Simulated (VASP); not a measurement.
NaLiSe2, 4 atoms in the cell. The structure is trigonal, space group R-3m (No. 166). Conventional cell: a = 3.928 Å, b = 3.928 Å, c = 19.705 Å, α = 90.00°, β = 90.00°, γ = 120.00°. Within 3.6 Å of Li (site symmetry -3m) lie 6 Se at 2.72 Å. Na (site symmetry -3m) has 6 Se at 2.89 Å and 6 Na at 3.93 Å and 6 Li at 3.99 Å within 4.0 Å. Within 3.6 Å of Se (site symmetry 3m) lie 3 Li at 2.72 Å and 3 Na at 2.89 Å. 

* Program: VASP 6.6.1
* Task: single point
* Functional: PBE
* Potentials or basis: VASP PAW PBE potentials, release 64 (Li_sv, Na_pv, Se)
* Cutoff: 520 eV
* k mesh: 10 × 10 × 10
* Occupations: fermi-dirac, width 0.1 eV
* Spin: no spin polarisation
* Dipole correction: no
* k mesh for the DOS: 15 × 15 × 15
* Occupations for the DOS: tetrahedron
* Further INCAR settings: ALGO = Normal; EDIFF = 1e-06; NBANDS = 19

Potentials or basis: VASP PAW PBE potentials, release 64 (Li_sv, Na_pv, Se).

Run with:

```console
$ cat potpaw_PBE.64/Li_sv/POTCAR potpaw_PBE.64/Na_pv/POTCAR potpaw_PBE.64/Se/POTCAR > POTCAR
$ cp INCAR.step1 INCAR
$ cp KPOINTS.step1 KPOINTS
$ mpirun -np 1 vasp_std > vasp.out
$ cp INCAR.step2 INCAR
$ cp KPOINTS.step2 KPOINTS
$ mpirun -np 1 vasp_std > vasp.out
```

Hardware: 1 thread of Intel(R) Xeon(R) Platinum 8259CL CPU @ 2.50GHz (Skylake/Cascade Lake), with other jobs on the host.

Question: Estimate the wall time of this run.

Answer: Wall time 7.2 min on 1 thread of Intel(R) Xeon(R) Platinum 8259CL CPU @ 2.50GHz (Skylake/Cascade Lake), on a shared host, peak memory 0.61 GiB. Counts: k points 344.
